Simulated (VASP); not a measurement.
Input of a VASP 6.6.1 run:

Contents of INCAR:

```
SYSTEM = BAs
PREC = Accurate ; ENCUT = 560
EDIFF = 1E-6 ; ISMEAR = -1
SIGMA = 0.02 ; LREAL = .False.
LASPH = .True. ; NELM = 120
ALGO = Normal ; ISIF = 2
LWAVE = .False. ; LCHARG = .False.
GGA = PE ; NBANDS = 26
GGA_COMPAT = .False.
```

KPOINTS

```
regular mesh
0
Gamma
  12 12 4
  0 0 0
```

The input POSCAR:

```
BAs
1.0
    3.3658574079      0.0000000000      0.0000000000
   -1.6829287039      2.9149180208      0.0000000000
    0.0000000000      0.0000000000      8.8836262219
B As
2 2
Direct
    0.3333333333      0.6666666667      0.2500000000
    0.6666666667      0.3333333333      0.7500000000
    0.6666666667      0.3333333333      0.2500000000
    0.3333333333      0.6666666667      0.7500000000
```

Potentials or basis: VASP PAW PBE potentials, release 64 (B, As_d).

Run with:

```sh
$ cat potpaw_PBE.64/B/POTCAR potpaw_PBE.64/As_d/POTCAR > POTCAR
$ mpirun -np 1 vasp_std > vasp.out
```

Question: Predict the band gap on the k mesh.

Answer: 0.74 eV.

Question: Estimate the pressure.

Answer: 1.3 GPa.

Stress tensor (GPa, compression positive):
```
1.70 0.00 0.00
0.00 1.70 0.00
0.00 0.00 0.52
```

Caveat: the cell differs from its parent crystal (uniaxial z strain +1.6%); semilocal functionals underestimate gaps, and a narrow one can read as zero; this functional lacks dispersion, which binds layers or chains, so the pressure and a relaxed spacing across them are unreliable. A k mesh can miss the band edges.
